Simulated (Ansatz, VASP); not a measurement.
# Bi2Te3: VASP beside Ansatz

File INCAR:

```
PREC = Accurate
ENCUT = 520
EDIFF = 1E-7
ISMEAR = -1
SIGMA = 0.05
LREAL = F
LASPH = T
NELM = 60
ALGO = Normal
ISIF = 2
LWAVE = F
LCHARG = F
GGA = CA
NBANDS = 32
```

File KPOINTS:

```
Automatic mesh
0
Gamma
  7 7 7
```

POSCAR

```
Bi2Te3
1.0
    2.1782814357      1.2576313732     10.0974386602
   -2.1782814357      1.2576313732     10.0974386602
    0.0000000000     -2.5152627466     10.0974386602
Bi Te
2 3
Direct
    0.6000000000      0.6000000000      0.6000000000
    0.4000000000      0.4000000000      0.4000000000
    0.7905000000      0.7905000000      0.7905000000
    0.2095000000      0.2095000000      0.2095000000
    0.0000000000      0.0000000000      0.0000000000
```

input.yaml

```yaml
crystal:
  lattice:
    - [2.1782814357, 1.2576313732, 10.0974386602]
    - [-2.1782814357, 1.2576313732, 10.0974386602]
    - [0.0, -2.5152627466, 10.0974386602]
  atoms:
    - { symbol: Bi, position: [0.6, 0.6, 0.6] }
    - { symbol: Bi, position: [0.4, 0.4, 0.4] }
    - { symbol: Te, position: [0.7905, 0.7905, 0.7905] }
    - { symbol: Te, position: [0.2095, 0.2095, 0.2095] }
    - { symbol: Te, position: [0.0, 0.0, 0.0] }
kpoints:
  mp_grid: { grid: [7, 7, 7] }
scf:
  occupations: { method: fermi_dirac, width: 0.05 }
hamiltonian:
  xc: lda
  pseudopotentials: { kind: all_electron, lapw: { basis_error: 0.002 } }
output:
  forces: true
  stress: true
  eigenvalues: true
```

Change from the starting cell: volume scaled by 0.98.

Alike in both runs: task single point; functional LDA; k mesh 7 × 7 × 7; occupations fermi-dirac, width 0.05 eV; no spin polarisation.

|  | VASP | Ansatz |
| --- | --- | --- |
| version | VASP 6.6.1 | Ansatz 0.2.0 |
| potentials or method | VASP PAW LDA potentials, release 64 (Bi_d, Te), cutoff 520 eV | all-electron LAPW, scalar-relativistic |

|  | VASP | Ansatz | Ansatz less VASP |
| --- | --- | --- | --- |
| gap on the k mesh at the Fermi level (eV) | 0.18 | 0.20 | +0.013 |
| least direct gap on the mesh (eV) | 0.18 | 0.20 | +0.013 |
| pressure (GPa) | -0.6 | -0.7 | -0.09 |
| traceless stress, the component that is largest in VASP (GPa) | -0.26 | -0.27 | -0.009 |
| rms of the force components (eV/Å) | 0.012 | 0.025 | +0.0129 |

LDA's correlation is that of Perdew and Zunger in VASP and of Perdew and Wang (1992) in Ansatz. Atom by atom the forces differ by 0.013 eV/Å (rms over components). Ansatz ran all-electron here, and VASP with PAW potentials.

Neither program's run includes spin-orbit coupling.
